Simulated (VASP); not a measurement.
HfO2, 12 atoms in the cell. Symmetry: Pca2_1, No. 29, orthorhombic system. Conventional cell: a = 5.254 Å, b = 5.038 Å, c = 5.066 Å, α = 90.00°, β = 90.00°, γ = 90.00°. Hf (site symmetry 1) has 7 O at 2.04 to 2.24 Å within 2.7 Å. Within 3.7 Å of O (site symmetry 1) lie 7 Hf at 2.04 to 3.70 Å and 13 O at 2.53 to 3.68 Å. Within 2.9 Å of O (site symmetry 1) lie 4 Hf at 2.12 to 2.24 Å and 7 O at 2.53 to 2.83 Å. 

```yaml
Program: VASP 6.6.1
Task: single point
Functional: RPBE
Dispersion: D3(BJ)
Potentials_or_basis: VASP PAW PBE potentials, release 64 (Hf_pv, O)
Cutoff: 520 eV
k_mesh: 5 × 6 × 5
Occupations: fermi-dirac, width 0.05 eV
Spin: no spin polarisation
Dipole_correction: no
Further_INCAR_settings: ALGO = Normal; EDIFF = 1e-07; NBANDS = 56
```

Potentials or basis: VASP PAW PBE potentials, release 64 (Hf_pv, O).

Command:

```bash
$ cat potpaw_PBE.64/Hf_pv/POTCAR potpaw_PBE.64/O/POTCAR > POTCAR
$ mpirun -np 1 vasp_std > vasp.out
```

Hardware: 1 thread of Intel(R) Xeon(R) Platinum 8488C (Sapphire Rapids) (shared host).

**Question.** Estimate the wall time of this run.

**Answer.** Run time: 3 min on 1 thread of Intel(R) Xeon(R) Platinum 8488C (Sapphire Rapids), with other jobs on the host, peak memory 0.37 GiB. Counts: scf iterations 16, k points 36.
